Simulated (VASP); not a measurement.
Here is a VASP 6.6.1 calculation.

POSCAR

```
KCl
1.0
    0.0000000000      3.5072828324      3.4676505364
    3.5072828324      0.0000000000      3.4676505364
    3.5072828324      3.5072828324      0.0000000000
K Cl
1 1
Direct
    0.0000000000      0.0000000000      0.0000000000
    0.2500000000      0.2500000000      0.2500000000
```

INCAR.step1

```
SYSTEM = KCl
PREC = Accurate
ENCUT = 520
ISMEAR = 0
SIGMA = 0.01
LREAL = .False.
LASPH = .True.
NELM = 100
NBANDS = 15
GGA = PE
ALGO = Normal
EDIFF = 1E-4
LWAVE = .True.
LCHARG = .False.
```

INCAR.step2

```
SYSTEM = KCl
PREC = Accurate
ENCUT = 520
EDIFF = 1E-7
ISMEAR = 0
SIGMA = 0.01
LREAL = .False.
LASPH = .True.
NELM = 100
ALGO = Normal
ISIF = 2
LWAVE = .False.
LCHARG = .True.
METAGGA = R2SCAN
LMIXTAU = .True.
LELF = .True.
LVHAR = .True.
NBANDS = 15
ISTART = 1
```

The input KPOINTS:

```
Automatic mesh
0
Gamma
  6 6 6
  0 0 0
```

Potentials or basis: VASP PAW PBE potentials, release 64 (K_sv, Cl).

The run is started by

```sh
$ cat potpaw_PBE.64/K_sv/POTCAR potpaw_PBE.64/Cl/POTCAR > POTCAR
$ cp INCAR.step1 INCAR
$ mpirun -np 1 vasp_std > vasp.out
$ cp INCAR.step2 INCAR
$ mpirun -np 1 vasp_std > vasp.out
```

Q: Predict the band gap on the k mesh.

A: 5.37 eV (least direct gap 5.41 eV).

Q: Estimate the pressure.

A: 0.1 GPa.

Caveat: the cell differs from its parent crystal (uniaxial z strain -1.1%); the PAW data sets were made with another functional, which shifts forces and pressure a little. A k mesh can miss the band edges.
